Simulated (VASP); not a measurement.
Write the native input for VASP 6.6.1 that does the following.

- Task: single point
- Functional: HSE06
- Potentials or basis: VASP PAW PBE potentials, release 64 (Br, P)
- Cutoff: 400 eV
- k mesh: 3 × 3 × 3
- Occupations: gaussian, width 0.1 eV
- Spin: no spin polarisation
- Dipole correction: no
- Grid for exact exchange (PRECFOCK): Normal
- Further INCAR settings: ALGO = Normal; EDIFF = 1e-06; NBANDS = 20
- Share of exact exchange: 0.25
- Screening parameter: 0.2079 1/Å

The system is PBr.

```
Br P
1.0
     4.93856    0.00000    0.00000
    -2.06239    5.19450    0.00000
    -0.69678   -0.65377    6.23326
Br P
2 2
Direct
  0.66580 0.85501 0.24276
  0.33420 0.14499 0.75724
  0.64072 0.49976 0.63187
  0.35928 0.50024 0.36813
```

The input as run:

POSCAR

```
PBr
1.0
    4.9385630000      0.0000000000      0.0000000000
   -2.0623900000      5.1944970000      0.0000000000
   -0.6967810000     -0.6537650000      6.2332560000
Br P
2 2
Direct
    0.6657980000      0.8550130000      0.2427560000
    0.3342020000      0.1449870000      0.7572440000
    0.6407200000      0.4997570000      0.6318710000
    0.3592800000      0.5002430000      0.3681290000
```

INCAR.step1

```
  ALGO = Normal
  EDIFF = 1E-5
  ENCUT = 400
  GGA = PE
  GGA_COMPAT = False
  ISIF = 2
  ISMEAR = 0
  LASPH = True
  LCHARG = False
  LREAL = False
  LWAVE = True
  NBANDS = 20
  NELM = 120
  PREC = Accurate
  SIGMA = 0.1
```

INCAR.step2

```
  ALGO = Normal
  EDIFF = 1E-6
  ENCUT = 400
  GGA = PE
  GGA_COMPAT = False
  HFSCREEN = 0.2079
  ISIF = 2
  ISMEAR = 0
  ISTART = 1
  LASPH = True
  LCHARG = False
  LHFCALC = True
  LREAL = False
  LWAVE = False
  NBANDS = 20
  NELM = 120
  PREC = Accurate
  PRECFOCK = Normal
  SIGMA = 0.1
```

KPOINTS

```
k-points
0
Gamma
  3 3 3
```

Potentials or basis: VASP PAW PBE potentials, release 64 (Br, P).

Run with:

```bash
$ cat potpaw_PBE.64/Br/POTCAR potpaw_PBE.64/P/POTCAR > POTCAR
$ cp INCAR.step1 INCAR
$ mpirun -np 1 vasp_std > vasp.out
$ cp INCAR.step2 INCAR
$ mpirun -np 1 vasp_std > vasp.out
```

It gave:

* Pressure: -1.0 GPa
* Largest force: 0.693 eV/Å
* Band gap on the k mesh: 2.43 eV

Caveat: the k points lie up to 0.46 Å⁻¹ apart; this functional lacks dispersion, which holds the molecules together, so the pressure and a relaxed volume are unreliable; the PAW data sets were made with another functional, which shifts forces and pressure a little.

It took 15 min on 1 thread of Intel(R) Xeon(R) Platinum 8375C CPU @ 2.90GHz (Ice Lake), with other jobs on the host, peak memory 0.34 GiB.
